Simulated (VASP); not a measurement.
# Bi2Te2O (P6/mmm) in VASP: a series of runs

Bi2Te2O is run at these levels: PBE; tasks: single point, relaxation of cell and atoms.

All numbers are computed with VASP 6.6.1; they aren't measurements. Logs are shortened: lines on timing, memory, paths and dates and some standing lists are left out, and cuts for length are marked.

### Step 1. The cell of the first run

It takes space group P6/mmm (No. 191, hexagonal). The conventional cell has a = 4.242 Å, b = 4.242 Å, c = 9.268 Å, α = 90.00°, β = 90.00°, γ = 120.00°. Bi (site symmetry 6mm) has 6 Te at 2.92 Å and 1 O at 3.05 Å and 1 Bi at 3.17 Å within 3.8 Å. Te (site symmetry -6m2) has 3 Te at 2.45 Å and 6 Bi at 2.92 Å within 3.2 Å. O (site symmetry 6/mmm) has 2 Bi at 3.05 Å within 4.0 Å.

The cell was built from a structure type or drawn by symmetry, and may not be a known phase.

### Step 2. Single point, PBE

INCAR reads:

```
SYSTEM = Bi2Te2O
PREC = Accurate
ENCUT = 520
EDIFF = 1E-6
ISMEAR = 0
SIGMA = 0.1
LREAL = .False.
LASPH = .True.
NELM = 100
ALGO = Normal
ISIF = 2
LWAVE = .False.
LCHARG = .False.
GGA = PE
NBANDS = 32
```

KPOINTS reads:

```
regular mesh
0
Gamma
  6 6 2
  0 0 0
```

POSCAR reads:

```
Bi2Te2O
1.0
    4.2421763000      0.0000000000      0.0000000000
   -2.1210881500      3.6738324400      0.0000000000
    0.0000000000      0.0000000000      9.2680096200
Bi Te O
2 2 1
Direct
    0.0000000000      0.0000000000      0.1707987400
    0.0000000000      0.0000000000      0.8292012600
    0.3333333300      0.6666666700      0.0000000000
    0.6666666700      0.3333333300      0.0000000000
    0.0000000000      0.0000000000      0.5000000000
```

Potentials or basis: VASP PAW PBE potentials, release 64 (Bi_d, Te, O).

Launch:

```console
cat potpaw_PBE.64/Bi_d/POTCAR potpaw_PBE.64/Te/POTCAR potpaw_PBE.64/O/POTCAR > POTCAR
mpirun -np 1 vasp_std > vasp.out
```

OUTCAR:

```text
SYSTEM = Bi2Te2O
   PREC = Accurate
   ENCUT = 520
   EDIFF = 1E-6
   ISMEAR = 0
   LREAL = .False.
   LASPH = .True.
   NELM = 100
   ISIF = 2
   GGA = PE

 ion  position               nearest neighbor table
   1  0.000  0.000  0.171-   3 2.92   4 2.92   3 2.92   4 2.92   4 2.92   3 2.92   2 3.17
   2  0.000  0.000  0.829-   3 2.92   4 2.92   3 2.92   4 2.92   4 2.92   3 2.92   1 3.17
   3  0.333  0.667  0.000-   4 2.45   4 2.45   4 2.45   1 2.92   2 2.92   2 2.92   1 2.92   2 2.92
                             1 2.92
   4  0.667  0.333  0.000-   3 2.45   3 2.45   3 2.45   1 2.92   2 2.92   1 2.92   2 2.92   1 2.92
                             2 2.92
   5  0.000  0.000  0.500-

  LATTYP: Found a hexagonal cell.
 ALAT       =     4.2421763000
 C/A-ratio  =     2.1847299510

  Lattice vectors:

 A1 = (   4.2421763000,   0.0000000000,   0.0000000000)
 A2 = (  -2.1210881500,   3.6738324400,   0.0000000000)
 A3 = (   0.0000000000,   0.0000000000,   9.2680096200)

Analysis of symmetry for initial positions (statically):
=====================================================================
 Subroutine PRICEL returns:
 Original cell was already a primitive cell.

 Routine SETGRP: Setting up the symmetry group for a
 hexagonal supercell.

 Subroutine GETGRP returns: Found 24 space group operations
 (whereof 24 operations were pure point group operations)
 out of a pool of 24 trial point group operations.

The static configuration has the point symmetry D_6h.

Analysis of symmetry for dynamics (positions and initial velocities):
=====================================================================
 Subroutine PRICEL returns:
 Original cell was already a primitive cell.

 Routine SETGRP: Setting up the symmetry group for a
 hexagonal supercell.

 Subroutine GETGRP returns: Found 24 space group operations
 (whereof 24 operations were pure point group operations)
 out of a pool of 24 trial point group operations.

The dynamic configuration has the point symmetry D_6h.

 Subroutine INISYM returns: Found 24 space group operations
 (whereof 24 operations are pure point group operations),
 and found     1 'primitive' translations

----------------------------------------------------------------------------------------

                                     Primitive cell

  volume of cell :     144.4423
[... 83 lines left out ...]
   NELM   =    100;   NELMIN=  2; NELMDL= -5     # of ELM steps
   EDIFF  = 0.1E-05   stopping-criterion for ELM
   LREAL  =      F    real-space projection
   EDIFFG = 0.1E-04   stopping-criterion for IOM
   NSW    =      0    number of steps for IOM
   IBRION =     -1    ionic relax: 0-MD 1-quasi-New 2-CG
   NFREE  =      0    steps in history (QN), initial steepest desc. (CG)
   ISIF   =      2    stress and relaxation
   ISYM   =      2    0-nonsym 1-usesym 2-fastsym
   POTIM  = 0.5000    time-step for ionic-motion
   TEBEG  =    0.0;   TEEND  =   0.0 temperature during run
   PSTRESS=    0.0 pullay stress
   NELECT =      48.0000    total number of electrons
   NUPDOWN=      -1.0000    fix difference up-down
   EMIN   =  10.00;   EMAX   =-10.00  energy-range for DOS
   EFERMI =   0.00;   METHOD = LEGACY
   ISMEAR =     0;   SIGMA  =   0.10  broadening in eV -4-tet -1-fermi 0-gaus
   EFERMI_NEDOS =   21; number of points for ismear=-14 and -15
   IALGO  =     38    algorithm
   IMIX   =      4    mixing-type and parameters
     AMIX     =   0.40;   BMIX     =  1.00
     AMIX_MAG =   1.60;   BMIX_MAG =  1.00
  volume/ion in A,a.u.               =      28.89       194.95
  Fermi-wavevector in a.u.,A,eV,Ry     =   1.133941  2.142837 17.494668  1.285822
  Thomas-Fermi vector in A             =   2.270644
   LORBIT       =      0    0 simple, 1 ext, 2 COOP (PROOUT), +10 PAW based schemes
   GGA     = PE    functional components
   LHFCALC =     F    Hartree Fock is set to
   AEXX    =    0.0000 exact exchange contribution
   IVDW    =     0    specifies the selected vdW correction
   LEPSILON=     F    determine dielectric tensor
   LRPA    =     F    only Hartree local field effects (RPA)
 non-spin polarized calculation
 Gauss-broadening in eV      SIGMA  =   0.10
  energy-cutoff  :      520.00
  volume of cell :      144.44
 maximum number of plane-waves:      3900
 NGX is ok and might be reduce to    32
   NGX = 15   NGY = 15   NGZ = 35

 number of electron      47.9999993 magnetization

 Free energy of the ion-electron system (eV)
  ---------------------------------------------------
  ext. energy  EPLUGINS =         0.00000000
  ---------------------------------------------------
  free energy    TOTEN  =        -5.23141579 eV

  energy without entropy =       -5.19221566  energy(sigma->0) =       -5.21181573

 E-fermi :   5.5028     XC(G=0):  -8.7322

 val. band max:        5.4825905803   @ k =   0.0000   0.0000   0.0000
 cond. band min:       5.5388644176   @ k =   0.0000   0.0000   0.5000
 fundamental gap:      0.0562738373
 Fermi energy:         5.5028289658

 k-point     1 :       0.0000    0.0000    0.0000
  band No.  band energies     occupation
      1     -17.8677      2.00000
      2     -17.8446      2.00000
      3     -17.8446      2.00000
      4     -17.8049      2.00000
      5     -17.8049      2.00000
      6     -17.7790      2.00000
[... 479 lines left out ...]
     31      12.3967      0.00000
     32      12.5116      0.00000

------------------------ aborting loop because EDIFF is reached ----------------------------------------

  FORCE on cell =-STRESS in cart. coord.  units (eV):
  Direction    XX          YY          ZZ          XY          YZ          ZX
  --------------------------------------------------------------------------------------
  -------------------------------------------------------------------------------------
  Total       51.5573779     51.5573778      7.2562354      0.0000000      0.0000000     -0.0000000
  in kB      571.8825829    571.8825820     80.4873103      0.0000000      0.0000000     -0.0000000
  external PRESSURE =     408.0841584 kB  Pullay stress =       0.0000000 kB

 VOLUME and BASIS-vectors are now :
 -----------------------------------------------------------------------------
  energy-cutoff  :      520.00
  volume of cell :      144.44
      direct lattice vectors                 reciprocal lattice vectors
     4.242176300  0.000000000  0.000000000     0.235728063  0.136097660  0.000000000
    -2.121088150  3.673832440  0.000000000     0.000000000  0.272195321  0.000000000
     0.000000000  0.000000000  9.268009620     0.000000000  0.000000000  0.107898032

 POSITION                                       TOTAL-FORCE (eV/Angst)
 -----------------------------------------------------------------------------------
      0.00000      0.00000      1.58296        -0.000000     -0.000000      6.735622
      0.00000      0.00000      7.68505        -0.000000      0.000000     -6.735622
     -0.00000      2.44922      0.00000         0.000000      0.000000     -0.000000
      2.12109      1.22461      0.00000        -0.000000     -0.000000      0.000000
      0.00000      0.00000      4.63400        -0.000000      0.000000      0.000000
 -----------------------------------------------------------------------------------
    total drift:                                0.000000     -0.000000      0.000000

  FREE ENERGIE OF THE ION-ELECTRON SYSTEM (eV)
  ---------------------------------------------------
  free  energy   TOTEN  =        -5.2314157914 eV

  energy  without entropy=       -5.1922156622  energy(sigma->0) =       -5.21181573
```

OSZICAR:

```text
N       E                     dE             d eps       ncg     rms          rms(c)
DAV:   1     0.505019491126E+03    0.50502E+03   -0.22927E+04   896   0.153E+03
DAV:   2     0.488050905330E+02   -0.45621E+03   -0.43671E+03   960   0.416E+02
DAV:   3    -0.816882671026E+01   -0.56974E+02   -0.54031E+02  1096   0.159E+02
DAV:   4    -0.108391024332E+02   -0.26703E+01   -0.26489E+01  1056   0.370E+01
[... 16 lines left out ...]
DAV:  21    -0.523142023688E+01   -0.11027E-04   -0.35163E-05   888   0.173E-02    0.238E-02
DAV:  22    -0.523141017921E+01    0.10058E-04   -0.74049E-06   840   0.873E-03    0.125E-02
DAV:  23    -0.523141430980E+01   -0.41306E-05   -0.11171E-06   728   0.398E-03    0.171E-02
DAV:  24    -0.523141622034E+01   -0.19105E-05   -0.31559E-07   544   0.270E-03    0.115E-02
DAV:  25    -0.523141579139E+01    0.42895E-06   -0.53343E-07   528   0.274E-03
   1 F= -.52314158E+01 E0= -.52118157E+01  d E =-.392001E-01
```

It took 80 s on 1 thread of Intel Xeon 6975P-C (Granite Rapids), shared host; peak memory 0.27 GiB.

Results:

* Free energy: -5.2314 eV
* Pressure: 40.8 GPa
* Largest force: 6.736 eV/Å
* Band gap on the k mesh: zero (bands 24 and 25 overlap by 0.37 eV)

Forces in eV/Å, atoms in the order of the input:
```
Bi   0.000  0.000  6.736
Bi   0.000  0.000 -6.736
Te   0.000  0.000  0.000
Te   0.000  0.000  0.000
O    0.000  0.000  0.000
```

Caveat: the cell stands under pressure; spin-orbit coupling is left out, which moves the levels of the heavy elements; this functional lacks dispersion, which binds the layers, so the pressure and a relaxed spacing across them are unreliable; forces of over 1 eV/Å act on the atoms, so gaps and moduli don't describe the material at rest.

### Step 3. Single point, PBE

This run uses another cell than the first one, of 38.40 Å³/atom.

INCAR reads:

```
  ALGO = Normal
  EDIFF = 1E-6
  ENCUT = 520
  GGA = PE
  ISIF = 2
  ISMEAR = 0
  LASPH = True
  LCHARG = True
  LELF = True
  LREAL = False
  LVHAR = True
  LWAVE = False
  NBANDS = 32
  NELM = 100
  PREC = Accurate
  SIGMA = 0.1
```

KPOINTS reads:

```
k-points
0
Gamma
  6 6 4
```

POSCAR reads:

```
Bi2Te2O
1.0
    5.4432789582      0.0000000000      0.0000000000
   -2.7216394791      4.7140178576      0.0000000000
    0.0000000000      0.0000000000      7.4829166247
Bi Te O
2 2 1
Direct
    0.0000000000      0.0000000000      0.2192282592
    0.0000000000      0.0000000000      0.7807717408
    0.3333333333      0.6666666667      0.0000000000
    0.6666666667      0.3333333333      0.0000000000
    0.0000000000      0.0000000000      0.5000000000
```

Potentials or basis: VASP PAW PBE potentials, release 64 (Bi_d, Te, O).

Launch:

```console
cat potpaw_PBE.64/Bi_d/POTCAR potpaw_PBE.64/Te/POTCAR potpaw_PBE.64/O/POTCAR > POTCAR
mpirun -np 1 vasp_std > vasp.out
```

It took 1.8 min on 1 thread of Intel Xeon 6975P-C (Granite Rapids), shared host; peak memory 0.36 GiB.

The run converged. Its results:

| Item | Value |
| --- | --- |
| Free energy | -18.8543 eV |
| Pressure | 0.0 GPa |
| Largest force | 0.030 eV/Å |
| Band gap on the k mesh | zero (bands 24 and 25 overlap by 1.51 eV) |

Forces in eV/Å, atoms in the order of the input:
```
Bi   0.000  0.000 -0.030
Bi   0.000  0.000  0.030
Te   0.000  0.000  0.000
Te   0.000  0.000  0.000
O    0.000  0.000  0.000
```

Stress tensor (GPa, compression positive):
```
-0.06  0.00  0.00
 0.00 -0.06  0.00
 0.00  0.00  0.06
```

Levels at points of the mesh, in eV from the Fermi level:
```csv
k point,band 20,band 21,band 22,band 23,band 24,band 25,band 26,band 27,band 28,band 29
"(0.00, 0.00, 0.00)",-3.94,-2.37,-2.37,-2.14,-0.84,-0.59,-0.37,-0.37,3.17,3.17
"(0.50, 0.00, 0.00)",-3.35,-2.84,-1.66,-0.82,-0.73,0.23,0.75,0.96,0.99,1.85
"(0.00, 0.00, 0.50)",-3.56,-3.11,-3.11,-2.68,-0.60,0.33,0.33,1.66,2.34,2.73
"(0.50, 0.00, 0.50)",-2.80,-1.92,-1.75,-1.27,-0.04,0.42,0.73,0.75,2.32,2.39
```

Caveat: spin-orbit coupling is left out, which moves the levels of the heavy elements.

### Step 4. Single point, PBE

This run uses another cell than the first one, of 38.32 Å³/atom.

INCAR reads:

```
SYSTEM = Bi2Te2O
ALGO = Normal ; EDIFF = 1E-7
ENCUT = 520 ; GGA = PE
ISIF = 2 ; ISMEAR = 0
LASPH = .True. ; LCHARG = .False.
LREAL = .False. ; LWAVE = .False.
NBANDS = 32 ; NELM = 100
PREC = Accurate ; SIGMA = 0.1
```

KPOINTS reads:

```
k-points
0
Gamma
  6 6 2
  0 0 0
```

POSCAR reads:

```
Bi2Te2O
1.0
    5.4394885478      0.0000000000      0.0000000000
   -2.7197442739      4.7107352660      0.0000000000
    0.0000000000      0.0000000000      7.4778782686
Bi Te O
2 2 1
Direct
    0.0000000000      0.0000000000      0.2174873248
    0.0000000000      0.0000000000      0.7825126752
    0.3333333333      0.6666666667      0.0000000000
    0.6666666667      0.3333333333      0.0000000000
    0.0000000000      0.0000000000      0.5000000000
```

Launch:

```console
cat potpaw_PBE.64/Bi_d/POTCAR potpaw_PBE.64/Te/POTCAR potpaw_PBE.64/O/POTCAR > POTCAR
mpirun -np 1 vasp_std > vasp.out
```

Run time: 76 s. Hardware: 1 thread of Intel Xeon 6975P-C (Granite Rapids), shared host; peak memory 0.32 GiB.

It converged, with:

* Free energy: -18.9880 eV
* Pressure: 0.0 GPa
* Largest force: 0.040 eV/Å
* Band gap on the k mesh: zero (bands 24 and 25 overlap by 1.53 eV)

Forces on the atoms (eV/Å):
```
Bi   0.000  0.000 -0.040
Bi   0.000  0.000  0.040
Te   0.000  0.000  0.000
Te   0.000  0.000  0.000
O    0.000  0.000  0.000
```

Stress tensor (GPa, compression positive):
```
-0.04  0.00  0.00
 0.00 -0.04  0.00
 0.00  0.00  0.11
```

Levels at points of the mesh, in eV from the Fermi level:
| k point | band 20 | band 21 | band 22 | band 23 | band 24 | band 25 | band 26 | band 27 | band 28 | band 29 |
| --- | --- | --- | --- | --- | --- | --- | --- | --- | --- | --- |
| (0.00, 0.00, 0.00) | -3.87 | -2.35 | -2.35 | -2.12 | -0.82 | -0.61 | -0.33 | -0.33 | 3.21 | 3.21 |
| (0.50, 0.00, 0.00) | -3.25 | -2.84 | -1.67 | -0.83 | -0.70 | 0.23 | 0.72 | 0.97 | 1.00 | 1.90 |
| (0.00, 0.00, 0.50) | -3.44 | -3.13 | -3.13 | -2.69 | -0.62 | 0.36 | 0.36 | 1.68 | 2.41 | 2.79 |
| (0.50, 0.00, 0.50) | -2.75 | -1.92 | -1.77 | -1.26 | -0.02 | 0.45 | 0.73 | 0.73 | 2.36 | 2.41 |

Caveat: the k points lie up to 0.42 Å⁻¹ apart, too coarse for converged energies and pressures of a metal; spin-orbit coupling is left out, which moves the levels of the heavy elements.

### Step 5. Relaxation of cell and atoms, PBE

INCAR reads:

```
ALGO = Normal
EDIFF = 1E-7
EDIFFG = -0.04
ENCUT = 600
GGA = PE
IBRION = 2
ISIF = 3
ISMEAR = 0
LASPH = T
LCHARG = F
LREAL = F
LWAVE = F
NELM = 60
NSW = 90
PREC = Accurate
SIGMA = 0.1
```

KPOINTS reads:

```
k-points
0
Gamma
  6 6 2
```

POSCAR reads:

```
Bi2Te2O
1.0
    4.2421763000      0.0000000000      0.0000000000
   -2.1210881500      3.6738324400      0.0000000000
    0.0000000000      0.0000000000      9.2680096200
Bi Te O
2 2 1
Direct
    0.0000000000      0.0000000000      0.1707987400
    0.0000000000      0.0000000000      0.8292012600
    0.3333333300      0.6666666700      0.0000000000
    0.6666666700      0.3333333300      0.0000000000
    0.0000000000      0.0000000000      0.5000000000
```

Launch:

```console
cat potpaw_PBE.64/Bi_d/POTCAR potpaw_PBE.64/Te/POTCAR potpaw_PBE.64/O/POTCAR > POTCAR
mpirun -np 1 vasp_std > vasp.out
```

Run time: 18 min. Hardware: 1 thread of Intel Xeon 6975P-C (Granite Rapids), shared host; peak memory 0.37 GiB.

Results (log left out):

```yaml
Free_energy: -18.9024 eV
Relaxed_volume: 37.72 Å³/atom
Relaxed_cell: a = 5.392 Å, b = 5.392 Å, c = 7.492 Å, α = 90.00°, β = 90.00°, γ = 120.00°
Space_group_after_relaxing_to_0.1_Å: P6/mmm (No. 191)
Pressure_after_relaxing: 0.0 GPa
Largest_force_after_relaxing: 0.039 eV/Å
Band_gap_on_the_k_mesh: zero (bands 24 and 25 overlap by 1.57 eV)
```

Forces on the atoms (eV/Å):
```
Bi   0.000  0.000  0.039
Bi   0.000  0.000 -0.039
Te   0.000  0.000  0.000
Te   0.000  0.000  0.000
O    0.000  0.000  0.000
```

Final structure:
```cif
data_structure
_symmetry_space_group_name_H-M 'P 1'
_symmetry_Int_Tables_number 1
_cell_length_a 5.3918
_cell_length_b 5.3918
_cell_length_c 7.4915
_cell_angle_alpha 90.000
_cell_angle_beta 90.000
_cell_angle_gamma 120.000
_cell_volume 188.61
loop_
_atom_site_label
_atom_site_type_symbol
_atom_site_fract_x
_atom_site_fract_y
_atom_site_fract_z
_atom_site_occupancy
Bi1 Bi 0.00000 0.00000 0.21763 1
Bi2 Bi 0.00000 0.00000 0.78237 1
Te1 Te 0.33333 0.66667 0.00000 1
Te2 Te 0.66667 0.33333 0.00000 1
O1 O 0.00000 0.00000 0.50000 1
```

Levels at points of the mesh, in eV from the Fermi level:
```tsv
k point	band 20	band 21	band 22	band 23	band 24	band 25	band 26	band 27	band 28
(0.00, 0.00, 0.00)	-3.87	-2.37	-2.37	-2.13	-0.85	-0.61	-0.34	-0.34	3.29
(0.50, 0.00, 0.00)	-3.23	-2.89	-1.71	-0.78	-0.73	0.26	0.77	0.99	1.02
(0.00, 0.00, 0.50)	-3.42	-3.17	-3.17	-2.74	-0.62	0.34	0.34	1.62	2.36
(0.50, 0.00, 0.50)	-2.77	-1.91	-1.81	-1.22	-0.05	0.47	0.76	0.78	2.39
```

Caveat: the volume moved by over 15 % at a fixed basis, so the end points are rough; spin-orbit coupling is left out, which moves the levels of the heavy elements.

### Step 6. Overview

| task | cell | k mesh | cutoff (eV) | gap on the mesh (eV) | pressure (GPa) | largest force (eV/Å) |
| --- | --- | --- | --- | --- | --- | --- |
| single point | a = 4.242, b = 4.242, c = 9.268 Å, angles 90.0, 90.0, 120.0°, 5 atoms, atomic positions A | 6 × 6 × 2 | 520 | none | 40.8 | 6.74 |
| single point | a = 5.443, b = 5.443, c = 7.483 Å, angles 90.0, 90.0, 120.0°, 5 atoms, atomic positions B | 6 × 6 × 4 | 520 | none | 0.0 | 0.03 |
| single point | a = 5.439, b = 5.439, c = 7.478 Å, angles 90.0, 90.0, 120.0°, 5 atoms, atomic positions B | 6 × 6 × 2 | 520 | none | 0.0 | 0.04 |
| relaxation of cell and atoms | relaxed from a = 4.242, b = 4.242, c = 9.268 Å, angles 90.0, 90.0, 120.0°, 5 atoms, atomic positions A | 6 × 6 × 2 | 600 | none | 0.0 | 0.04 |

Alike in all rows: level PBE; potentials or basis VASP PAW PBE potentials, release 64 (Bi_d, Te, O); no spin polarisation; smearing gaussian 0.1 eV.

Caveats: some runs use coarse meshes; spin-orbit coupling is left out, which moves the levels of the heavy elements; the cell stands under pressure (at least some runs); this functional lacks dispersion, which binds the layers, so the pressure and a relaxed spacing across them are unreliable (at least some runs); forces of over 1 eV/Å act on the atoms, so gaps and moduli don't describe the material at rest (at least some runs); the volume moved by over 15 % at a fixed basis, so the end points are rough (at least some runs).

Total energies depend on the potentials used, so only differences within one code and one set of settings carry meaning.
